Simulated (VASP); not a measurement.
A run of VASP 6.6.1 is set up as follows.

POSCAR

```
Si
1.0
    3.8321295414      0.0000000000      0.0000000000
   -1.9160647707      3.3187215334      0.0000000000
    0.0000000000      0.0000000000      6.3412168871
Si
4
Direct
    0.3333333333      0.6666666667      0.0005609413
    0.6666666667      0.3333333333      0.5005609413
    0.3333333333      0.6666666667      0.3744390587
    0.6666666667      0.3333333333      0.8744390587
```

File INCAR.step1:

```
PREC = Accurate
ENCUT = 520
ISMEAR = 0
SIGMA = 0.01
LREAL = F
LASPH = T
NELM = 60
NBANDS = 16
GGA = PE
ALGO = Normal
EDIFF = 1E-4
LWAVE = T
LCHARG = F
```

INCAR.step2

```
PREC = Accurate
ENCUT = 520
EDIFF = 1E-7
ISMEAR = 0
SIGMA = 0.01
LREAL = F
LASPH = T
NELM = 60
ALGO = Normal
ISIF = 2
LWAVE = F
LCHARG = F
METAGGA = R2SCAN
LMIXTAU = T
NBANDS = 16
ISTART = 1
```

File KPOINTS:

```
Automatic mesh
0
Gamma
  12 12 4
```

Potentials or basis: VASP PAW PBE potentials, release 64 (Si).

Run with:

```bash
$ cat potpaw_PBE.64/Si/POTCAR > POTCAR
$ cp INCAR.step1 INCAR
$ mpirun -np 1 vasp_std > vasp.out
$ cp INCAR.step2 INCAR
$ mpirun -np 1 vasp_std > vasp.out
```

(1) Predict the pressure.

(2) Predict the band gap on the k mesh.

Results:

(1) -0.2 GPa.

(2) 0.62 eV, indirect (least direct gap 1.38 eV).

Caveat: the PAW data sets were made with another functional, which shifts forces and pressure a little.
